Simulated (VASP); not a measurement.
# MoP in VASP: single point with PBEsol

Aim: the single point of MoP with PBEsol.

All numbers are computed with VASP 6.6.1; they aren't measurements. Logs are shortened: lines on timing, memory, paths and dates and some standing lists are left out, and cuts for length are marked.

### 1 The cell of the first run

The cell holds a slab with vacuum, 14 atoms: a = 3.174 Å, b = 5.553 Å, c = 24.619 Å, α = 90.00°, β = 90.00°, γ = 90.00°.

### 2 Single point, PBEsol

Input file INCAR:

```
SYSTEM = MoP
PREC = Accurate
ENCUT = 400
EDIFF = 1E-6
ISMEAR = 0
SIGMA = 0.1
LREAL = .FALSE.
LASPH = .TRUE.
NELM = 120
ALGO = Normal
ISIF = 2
LWAVE = .FALSE.
LCHARG = .TRUE.
LDIPOL = .TRUE.
IDIPOL = 3
DIPOL = 0.5 0.5 0.500
GGA = PS
LELF = .TRUE.
LVHAR = .TRUE.
LVACPOTAV = .TRUE.
NBANDS = 80
GGA_COMPAT = .FALSE.
NELMDL = -8
```

Input file KPOINTS:

```
Automatic mesh
0
G
  11 6 1
  0 0 0
```

Input file POSCAR:

```
MoP
1.0
    3.1741350971      0.0000000000      0.0000000000
    0.0000000000      5.5533613671      0.0000000000
    0.0000000000      0.0000000000     24.6187040406
Mo P
7 7
Direct
    0.0000000000      0.5000000000      0.3046464179
    0.0000000000      0.0000000000      0.3697642786
    0.0000000000      0.5000000000      0.4348821393
    0.0000000000      0.0000000000      0.5000000000
    0.0000000000      0.5000000000      0.5651178607
    0.0000000000      0.0000000000      0.6302357214
    0.0000000000      0.5000000000      0.6953535821
    0.5000000000      0.1666666667      0.3046464179
    0.5000000000      0.6666666667      0.3697642786
    0.5000000000      0.1666666667      0.4348821393
    0.5000000000      0.6666666667      0.5000000000
    0.5000000000      0.1666666667      0.5651178607
    0.5000000000      0.6666666667      0.6302357214
    0.5000000000      0.1666666667      0.6953535821
```

Potentials or basis: VASP PAW PBE potentials, release 64 (Mo_sv, P).

Run with:

```bash
$ cat potpaw_PBE.64/Mo_sv/POTCAR potpaw_PBE.64/P/POTCAR > POTCAR
$ mpirun -np 1 vasp_std > vasp.out
```

OUTCAR:

```text
SYSTEM = MoP
   PREC = Accurate
   ENCUT = 400
   EDIFF = 1E-6
   ISMEAR = 0
   LREAL = .FALSE.
   LASPH = .TRUE.
   NELM = 120
   ISIF = 2
   GGA = PS
   NELMDL = -8

 ion  position               nearest neighbor table
   1  0.000  0.500  0.305-   8 2.44   8 2.44   9 2.44   9 2.44   2 3.21   2 3.21   3 3.21
   2  0.000  0.000  0.370-   9 2.44   9 2.44  10 2.44   8 2.44   8 2.44  10 2.44   3 3.21   3 3.21
                             1 3.21   1 3.21   4 3.21
   3  0.000  0.500  0.435-  10 2.44  10 2.44  11 2.44   9 2.44   9 2.44  11 2.44   4 3.21   4 3.21
                             2 3.21   2 3.21   1 3.21   5 3.21
   4  0.000  0.000  0.500-  11 2.44  11 2.44  12 2.44  10 2.44  10 2.44  12 2.44   5 3.21   5 3.21
                             3 3.21   3 3.21   2 3.21   6 3.21
   5  0.000  0.500  0.565-  12 2.44  12 2.44  13 2.44  11 2.44  11 2.44  13 2.44   6 3.21   6 3.21
                             4 3.21   4 3.21   3 3.21   7 3.21
   6  0.000  0.000  0.630-  13 2.44  13 2.44  14 2.44  12 2.44  12 2.44  14 2.44   7 3.21   7 3.21
                             5 3.21   5 3.21   4 3.21
   7  0.000  0.500  0.695-  14 2.44  14 2.44  13 2.44  13 2.44   6 3.21   6 3.21   5 3.21
   8  0.500  0.167  0.305-   1 2.44   1 2.44   2 2.44   2 2.44
   9  0.500  0.667  0.370-   2 2.44   2 2.44   3 2.44   1 2.44   1 2.44   3 2.44
  10  0.500  0.167  0.435-   3 2.44   3 2.44   4 2.44   2 2.44   2 2.44   4 2.44
  11  0.500  0.667  0.500-   4 2.44   4 2.44   5 2.44   3 2.44   3 2.44   5 2.44
  12  0.500  0.167  0.565-   5 2.44   5 2.44   6 2.44   4 2.44   4 2.44   6 2.44
  13  0.500  0.667  0.630-   6 2.44   6 2.44   7 2.44   5 2.44   5 2.44   7 2.44
  14  0.500  0.167  0.695-   7 2.44   7 2.44   6 2.44   6 2.44

  LATTYP: Found a simple orthorhombic cell.
 ALAT       =     3.1741350971
 B/A-ratio  =     1.7495667945
 C/A-ratio  =     7.7560353569

  Lattice vectors:

 A1 = (   3.1741350971,   0.0000000000,   0.0000000000)
 A2 = (   0.0000000000,   5.5533613671,   0.0000000000)
 A3 = (   0.0000000000,   0.0000000000,  24.6187040406)

Analysis of symmetry for initial positions (statically):
=====================================================================
 Subroutine PRICEL returns:
 Original cell was already a primitive cell.

 Routine SETGRP: Setting up the symmetry group for a
 simple orthorhombic supercell.

 Subroutine GETGRP returns: Found  4 space group operations
 (whereof  4 operations were pure point group operations)
 out of a pool of  8 trial point group operations.

The static configuration has the point symmetry C_2v.

Analysis of symmetry for dynamics (positions and initial velocities):
=====================================================================
 Subroutine PRICEL returns:
 Original cell was already a primitive cell.

 Routine SETGRP: Setting up the symmetry group for a
 simple orthorhombic supercell.

 Subroutine GETGRP returns: Found  4 space group operations
 (whereof  4 operations were pure point group operations)
 out of a pool of  8 trial point group operations.

The dynamic configuration has the point symmetry C_2v.

 Subroutine INISYM returns: Found  4 space group operations
 (whereof  4 operations are pure point group operations),
 and found     1 'primitive' translations

----------------------------------------------------------------------------------------

                                     Primitive cell

  volume of cell :     433.9568

  direct lattice vectors                    reciprocal lattice vectors
     3.174135097  0.000000000  0.000000000     0.315046452  0.000000000  0.000000000
     0.000000000  5.553361367  0.000000000     0.000000000  0.180071120  0.000000000
     0.000000000  0.000000000 24.618704041     0.000000000  0.000000000  0.040619522

  length of vectors
     3.174135097  5.553361367 24.618704041     0.315046452  0.180071120  0.040619522

  position of ions in fractional coordinates (direct lattice)
     0.000000000  0.500000000  0.304646418
     0.000000000  0.000000000  0.369764279
     0.000000000  0.500000000  0.434882139
     0.000000000  0.000000000  0.500000000
     0.000000000  0.500000000  0.565117861
     0.000000000  0.000000000  0.630235721
     0.000000000  0.500000000  0.695353582
     0.500000000  0.166666667  0.304646418
     0.500000000  0.666666667  0.369764279
     0.500000000  0.166666667  0.434882139
     0.500000000  0.666666667  0.500000000
     0.500000000  0.166666667  0.565117861
     0.500000000  0.666666667  0.630235721
[... 39 lines left out ...]

 Subroutine IBZKPT returns following result:
 ===========================================

 Found     24 irreducible k-points:

 Following reciprocal coordinates:
            Coordinates               Weight
  0.000000  0.000000  0.000000      1.000000
  0.090909  0.000000  0.000000      2.000000
  0.181818  0.000000  0.000000      2.000000
  0.272727  0.000000  0.000000      2.000000
  0.363636  0.000000  0.000000      2.000000
  0.454545  0.000000  0.000000      2.000000
[... 16 lines left out ...]
  0.363636  0.500000  0.000000      2.000000
  0.454545  0.500000  0.000000      2.000000
   k-points           NKPTS =     24   k-points in BZ     NKDIM =     24   number of bands    NBANDS=     80
   number of dos      NEDOS =    301   number of ions     NIONS =     14
   total plane-waves  NPLWV = 139968
   dimension x,y,z NGX =    24 NGY =   36 NGZ =  162
   dimension x,y,z NGXF=    48 NGYF=   72 NGZF=  324
   ions per type =               7   7
   NGX,Y,Z   is equivalent  to a cutoff of  12.57, 10.78, 10.94 a.u.
   NGXF,Y,Z  is equivalent  to a cutoff of  25.14, 21.55, 21.88 a.u.
 SYSTEM =  MoP
   PREC   = accura    normal or accurate (medium, high low for compatibility)
   ISTART =      0    job   : 0-new  1-cont  2-samecut
   ICHARG =      2    charge: 1-file 2-atom 10-const
   ISPIN  =      1    spin polarized calculation?
   LNONCOLLINEAR =      F non collinear calculations
   LSORBIT =      F    spin-orbit coupling
   LASPH  =      T    aspherical Exc in radial PAW
   ENCUT  =  400.0 eV  29.40 Ry    5.42 a.u.   5.18  9.06 40.15*2*pi/ulx,y,z
   NELM   =    120;   NELMIN=  2; NELMDL= -8     # of ELM steps
   EDIFF  = 0.1E-05   stopping-criterion for ELM
   LREAL  =      F    real-space projection
   EDIFFG = 0.1E-04   stopping-criterion for IOM
   NSW    =      0    number of steps for IOM
   IBRION =     -1    ionic relax: 0-MD 1-quasi-New 2-CG
   NFREE  =      0    steps in history (QN), initial steepest desc. (CG)
   ISIF   =      2    stress and relaxation
   ISYM   =      2    0-nonsym 1-usesym 2-fastsym
   POTIM  = 0.5000    time-step for ionic-motion
   TEBEG  =    0.0;   TEEND  =   0.0 temperature during run
   PSTRESS=    0.0 pullay stress
   NELECT =     133.0000    total number of electrons
   NUPDOWN=      -1.0000    fix difference up-down
   EMIN   =  10.00;   EMAX   =-10.00  energy-range for DOS
   EFERMI =   0.00;   METHOD = LEGACY
   ISMEAR =     0;   SIGMA  =   0.10  broadening in eV -4-tet -1-fermi 0-gaus
   EFERMI_NEDOS =   21; number of points for ismear=-14 and -15
   IALGO  =     38    algorithm
   IMIX   =      4    mixing-type and parameters
     AMIX     =   0.40;   BMIX     =  1.00
     AMIX_MAG =   1.60;   BMIX_MAG =  1.00
  volume/ion in A,a.u.               =      31.00       209.18
  Fermi-wavevector in a.u.,A,eV,Ry     =   1.103765  2.085813 16.575933  1.218297
  Thomas-Fermi vector in A             =   2.240228
   LORBIT       =      0    0 simple, 1 ext, 2 COOP (PROOUT), +10 PAW based schemes
   GGA     = PS    functional components
   LHFCALC =     F    Hartree Fock is set to
   AEXX    =    0.0000 exact exchange contribution
   IVDW    =     0    specifies the selected vdW correction
   LEPSILON=     F    determine dielectric tensor
   LRPA    =     F    only Hartree local field effects (RPA)
 non-spin polarized calculation
 Gauss-broadening in eV      SIGMA  =   0.10
  energy-cutoff  :      400.00
  volume of cell :      433.96
 maximum number of plane-waves:      7942
 NGX is ok and might be reduce to    24
   NGX = 11   NGY = 19   NGZ = 81

 number of electron     133.0000013 magnetization

 dipolmoment           0.000000      0.000000      0.000000 electrons x Angstroem

 Free energy of the ion-electron system (eV)
  ---------------------------------------------------
  ext. energy  EPLUGINS =         0.00000000
  ---------------------------------------------------
  free energy    TOTEN  =      -126.84462834 eV

  energy without entropy =     -126.78484979  energy(sigma->0) =     -126.81473906

 E-fermi :   3.1989     XC(G=0):  -6.6888

 val. band max:        3.1979408839   @ k =   0.0909   0.3333   0.0000
 cond. band min:       3.1990175379   @ k =   0.0909   0.3333   0.0000
 fundamental gap:      0.0010766540
 Fermi energy:         3.1989060594

 k-point     1 :       0.0000    0.0000    0.0000
  band No.  band energies     occupation
      1     -57.9055      2.00000
      2     -57.8802      2.00000
      3     -57.8775      2.00000
      4     -57.8475      2.00000
      5     -57.8472      2.00000
      6     -57.7054      2.00000
[... 1933 lines left out ...]
     77       5.0104      0.00000
     78       5.1562      0.00000
 [bands above 78 left out]

------------------------ aborting loop because EDIFF is reached ----------------------------------------

  FORCE on cell =-STRESS in cart. coord.  units (eV):
  Direction    XX          YY          ZZ          XY          YZ          ZX
  --------------------------------------------------------------------------------------
  -------------------------------------------------------------------------------------
  Total       -6.7619121     -8.4956156     -5.2593634      0.0000000      0.0000000      0.0000000
  in kB      -24.9651153    -31.3659834    -19.4176753      0.0000000      0.0000000      0.0000000
  external PRESSURE =     -25.2495913 kB  Pullay stress =       0.0000000 kB

 VOLUME and BASIS-vectors are now :
 -----------------------------------------------------------------------------
  energy-cutoff  :      400.00
  volume of cell :      433.96
      direct lattice vectors                 reciprocal lattice vectors
     3.174135097  0.000000000  0.000000000     0.315046452  0.000000000  0.000000000
     0.000000000  5.553361367  0.000000000     0.000000000  0.180071120  0.000000000
     0.000000000  0.000000000 24.618704041     0.000000000  0.000000000  0.040619522

 POSITION                                       TOTAL-FORCE (eV/Angst)
 -----------------------------------------------------------------------------------
      0.00000      2.77668      7.50000         0.000000     -0.816412      1.774984
      0.00000      0.00000      9.10312        -0.000000      0.277767      0.648067
      0.00000      2.77668     10.70623        -0.000000     -0.051116     -0.347727
      0.00000      0.00000     12.30935        -0.000000      0.009294     -0.000000
      0.00000      2.77668     13.91247         0.000000     -0.051116      0.347727
      0.00000      0.00000     15.51559        -0.000000      0.277767     -0.648067
      0.00000      2.77668     17.11870        -0.000000     -0.816412     -1.774984
      1.58707      0.92556      7.50000        -0.000000      0.953554     -0.822530
      1.58707      3.70224      9.10312        -0.000000     -0.284511     -1.115765
      1.58707      0.92556     10.70623        -0.000000     -0.061603     -0.146373
      1.58707      3.70224     12.30935        -0.000000     -0.044654     -0.000000
      1.58707      0.92556     13.91247        -0.000000     -0.061603      0.146373
      1.58707      3.70224     15.51559        -0.000000     -0.284511      1.115765
      1.58707      0.92556     17.11870        -0.000000      0.953554      0.822530
 -----------------------------------------------------------------------------------
    total drift:                                0.000000      0.000504      0.000000

  FREE ENERGIE OF THE ION-ELECTRON SYSTEM (eV)
  ---------------------------------------------------
  free  energy   TOTEN  =      -126.8446283355 eV

  energy  without entropy=     -126.7848497866  energy(sigma->0) =     -126.81473906

 vacuum level on the upper side and lower side of the slab         7.449         7.449
```

Wall time 29 min (1 thread of Intel Xeon Platinum 8259CL at 2.50GHz (Skylake/Cascade Lake), shared host); peak memory 0.6 GiB.

What came out:

```yaml
Free_energy: -126.8446 eV
Largest_force: 1.954 eV/Å
Band_gap_on_the_k_mesh: zero (an odd number of electrons rules out a gap without spin polarisation)
```

Forces on the atoms (eV/Å):
```
Mo   0.000 -0.816  1.775
Mo   0.000  0.278  0.648
Mo   0.000 -0.051 -0.348
Mo   0.000  0.009  0.000
Mo   0.000 -0.051  0.348
Mo   0.000  0.278 -0.648
Mo   0.000 -0.816 -1.775
P    0.000  0.954 -0.823
P    0.000 -0.285 -1.116
P    0.000 -0.062 -0.146
P    0.000 -0.045  0.000
P    0.000 -0.062  0.146
P    0.000 -0.285  1.116
P    0.000  0.954  0.823
```

Levels at points of the mesh, in eV from the Fermi level:
| k point | band 64 | band 65 | band 66 | band 67 | band 68 | band 69 | band 70 | band 71 |
| --- | --- | --- | --- | --- | --- | --- | --- | --- |
| (0.00, 0.00, 0.00) | -0.76 | -0.69 | -0.42 | -0.19 | -0.13 | -0.02 | -0.02 | 0.22 |
| (0.00, 0.50, 0.00) | -0.46 | -0.45 | -0.37 | -0.28 | -0.10 | 0.29 | 0.32 | 0.36 |

Caveat: the PAW data sets were made with another functional, which shifts forces and pressure a little.
